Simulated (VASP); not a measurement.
Na, 1 atom in the cell. It takes space group R-3m (No. 166, trigonal). The conventional cell has a = 6.049 Å, b = 6.049 Å, c = 3.594 Å, α = 90.00°, β = 90.00°, γ = 120.00°. Na (site symmetry -3m) has 14 Na at 3.59 to 4.24 Å within 4.7 Å.  This cell differs from its parent crystal: equal xy, yz and zx shear strains of -2 %.

* Program: VASP 6.6.1
* Task: single point
* Functional: PBEsol
* Potentials or basis: VASP PAW PBE potentials, release 64 (Na_pv)
* Cutoff: 520 eV
* k mesh: 11 × 11 × 11
* Occupations: fermi-dirac, width 0.03 eV
* Spin: no spin polarisation
* Dipole correction: no
* Further INCAR settings: ALGO = Normal; EDIFF = 1e-06; NBANDS = 10

Potentials or basis: VASP PAW PBE potentials, release 64 (Na_pv).

Launch:

```console
$ cat potpaw_PBE.64/Na_pv/POTCAR > POTCAR
$ mpirun -np 1 vasp_std > vasp.out
```

Hardware: 1 thread of Intel(R) Xeon(R) Platinum 8259CL CPU @ 2.50GHz (Skylake/Cascade Lake), on a shared host.

Q: How long does it take, and how much memory?

A: Run time: 27 s on 1 thread of Intel(R) Xeon(R) Platinum 8259CL CPU @ 2.50GHz (Skylake/Cascade Lake), on a shared host, peak memory 0.18 GiB. Counts: scf iterations 9, k points 146.
